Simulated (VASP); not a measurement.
Crystal: Ge.

```
Ge
1.0
     1.36863   -2.54743    0.00000
     1.36863    2.54743    0.00000
     0.00000    0.00000    2.64315
Ge
1
Cartesian
  1.3686 0.0000 0.0000
```

This cell differs from its parent crystal: volume scaled by 0.94.

Base run:

| Property | Result |
| --- | --- |
| Program | VASP 6.6.1 |
| Functional | LDA |
| Potentials or basis | VASP PAW LDA potentials, release 64 (Ge_d) |
| Cutoff | 520 eV |
| k mesh | 11 × 11 × 10 |
| Occupations | fermi-dirac, width 0.05 eV |
| Spin | no spin polarisation |

Its results: band gap on the k mesh zero (band 7 reaches 13.54 eV, above the bottom of band 8 at 4.01 eV); pressure -1.8 GPa.

Q: The run is repeated on the same cell with these changes: functional from LDA to PBE; potentials or basis from VASP PAW LDA potentials, release 64 (Ge_d) to VASP PAW PBE potentials, release 64 (Ge_d). What comes out?

A: Band gap on the k mesh zero (band 7 reaches 13.89 eV, above the bottom of band 8 at 4.26 eV); pressure 3.9 GPa.
